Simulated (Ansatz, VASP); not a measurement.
# One calculation of Ga3As3CO, two programs

```xyz
8
Lattice="4.0137 0.0000 0.0000 0.0000 5.6762 0.0000 0.0000 0.0000 23.3353" Properties=species:S:1:pos:R:3 pbc="T T T"
Ga    2.0069    2.8381    4.0000
Ga    0.0000    0.3711    6.2539
Ga    2.0069    2.7783    7.5339
As    0.0000    1.4191    4.0000
As    2.0069    4.5990    5.8454
As    0.0000    1.6391    8.3853
O     2.0069    6.3692   11.2853
C     2.0069    6.3692   12.4353
```

Alike in both runs: task single point; functional PBE; dispersion D3(BJ); k mesh 7 × 5 × 1; occupations gaussian, width 0.05 eV; no spin polarisation.

|  | VASP | Ansatz |
| --- | --- | --- |
| version | VASP 6.6.1 | Ansatz 0.2.0 |
| potentials or method | VASP PAW PBE potentials, release 64 (Ga_d, As, O, C), cutoff 520 eV | scalar-relativistic, plane waves, PAW |
| valence electrons in the cell | 64 | 94 |

```tsv
	VASP	Ansatz	Ansatz less VASP
gap on the k mesh at the Fermi level (eV)	0.40	0.41	+0.008
least direct gap on the mesh (eV)	0.76	0.76	+0.003
rms of the force components (eV/Å)	0.379	0.545	+0.1666
```

One of these differences is far larger than is usual between the two programs; its cause wasn't traced. VASP's potentials hold 64 valence electrons a cell and Ansatz's 94, so a difference there can come from the potentials and not from the codes.

Noted on VASP's run: the standard files for N, O and F lose accuracy on very short bonds.
